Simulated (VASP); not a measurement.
Here is a VASP 6.6.1 calculation.

Contents of INCAR:

```
SYSTEM = CdS
  PREC = Accurate
  ENCUT = 600
  EDIFF = 1E-8
  ISMEAR = 0
  SIGMA = 0.01
  LREAL = .False.
  LASPH = .True.
  NELM = 80
  ALGO = Normal
  ISIF = 3
  LWAVE = .False.
  LCHARG = .False.
  GGA = PS
  IBRION = 6
  NFREE = 2
  POTIM = 0.015
  NSW = 1
```

Contents of KPOINTS:

```
regular mesh
0
Gamma
  6 6 6
  0 0 0
```

The input POSCAR:

```
CdS
1.0
    0.0000000000      2.8970028734      2.8970028734
    2.8970028734      0.0000000000      2.8970028734
    2.8970028734      2.8970028734      0.0000000000
Cd S
1 1
Direct
    0.0000000000      0.0000000000      0.0000000000
    0.7500000000      0.7500000000      0.7500000000
```

Potentials or basis: VASP PAW PBE potentials, release 64 (Cd, S).

The run is started by

```bash
$ cat potpaw_PBE.64/Cd/POTCAR potpaw_PBE.64/S/POTCAR > POTCAR
$ mpirun -np 1 vasp_std > vasp.out
```

Q: What does it give for the elastic constants C11, C12, C44?

A: 78, 61, 25 GPa.

Q: Predict the Voigt bulk modulus.

A: 66 GPa.

Q: Predict the highest phonon frequency at Γ, LO-TO splitting left out.

A: 243 cm⁻¹.

Clamped-ion elastic tensor (GPa):
```
78 61 61  0  0  0
61 78 61  0  0  0
61 61 78  0  0  0
 0  0  0 58  0  0
 0  0  0  0 58  0
 0  0  0  0  0 58
```

Caveat: the cell is under stress, which shifts elastic constants; the PAW data sets were made with another functional, which shifts forces and pressure a little.
